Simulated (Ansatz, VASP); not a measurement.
## YF7 in VASP and in Ansatz

File INCAR:

```
ALGO = Normal
EDIFF = 1E-6
ENCUT = 600
GGA = PE
GGA_COMPAT = F
ISIF = 2
ISMEAR = 0
LASPH = T
LCHARG = T
LELF = T
LREAL = F
LVHAR = T
LWAVE = F
NBANDS = 40
NELM = 120
PREC = Accurate
SIGMA = 0.1
```

KPOINTS

```
k-points
0
Gamma
  4 4 4
```

POSCAR

```
YF7
1.0
    0.0000000000      3.7658046800      3.7658046800
    3.7658046800      0.0000000000      3.7658046800
    3.7658046800      3.7658046800      0.0000000000
Y F
1 7
Direct
    0.0000000000      0.0000000000      0.0000000000
    0.5000000000      0.5000000000      0.5000000000
    0.0000000000      0.0000000000      0.5000000000
    0.5000000000      0.0000000000      0.5000000000
    0.0000000000      0.5000000000      0.5000000000
    0.5000000000      0.5000000000      0.0000000000
    0.0000000000      0.5000000000      0.0000000000
    0.5000000000      0.0000000000      0.0000000000
```

Input for Ansatz:

```yaml
crystal:
  lattice:
    - [0.0, 3.76580468, 3.76580468]
    - [3.76580468, 0.0, 3.76580468]
    - [3.76580468, 3.76580468, 0.0]
  atoms:
    - { symbol: "Y", position: [0.0, 0.0, 0.0] }
    - { symbol: F, position: [0.5, 0.5, 0.5] }
    - { symbol: F, position: [0.0, 0.0, 0.5] }
    - { symbol: F, position: [0.5, 0.0, 0.5] }
    - { symbol: F, position: [0.0, 0.5, 0.5] }
    - { symbol: F, position: [0.5, 0.5, 0.0] }
    - { symbol: F, position: [0.0, 0.5, 0.0] }
    - { symbol: F, position: [0.5, 0.0, 0.0] }
basis:
  ecutwfc: 420
kpoints:
  mp_grid: { grid: [4, 4, 4] }
hamiltonian:
  xc: pbe
scf:
  occupations: { method: gaussian, width: 0.1 }
  lower_state_search: "off"
output:
  forces: true
  stress: true
  eigenvalues: true
```

Change from the starting cell: species swapped into the LiPd7 type (Fm-3m, No. 225).

Alike in both runs: task single point; functional PBE; k mesh 4 × 4 × 4; occupations gaussian, width 0.1 eV; no spin polarisation.

```csv
,VASP,Ansatz
version,VASP 6.6.1,Ansatz 0.2.0
potentials or method,"VASP PAW PBE potentials, release 64 (Y_sv, F), cutoff 600 eV","scalar-relativistic, plane waves, PAW"
valence electrons in the cell,60,60
```

|  | VASP | Ansatz | Ansatz less VASP |
| --- | --- | --- | --- |
| gap on the k mesh at the Fermi level (eV) | none | none | - |
| pressure (GPa) | -12.6 | -12.2 | +0.46 |

A gap of «none» marks a metal or a gap that the smearing closes.

The k mesh is coarse, so the values compare programs but aren't converged.
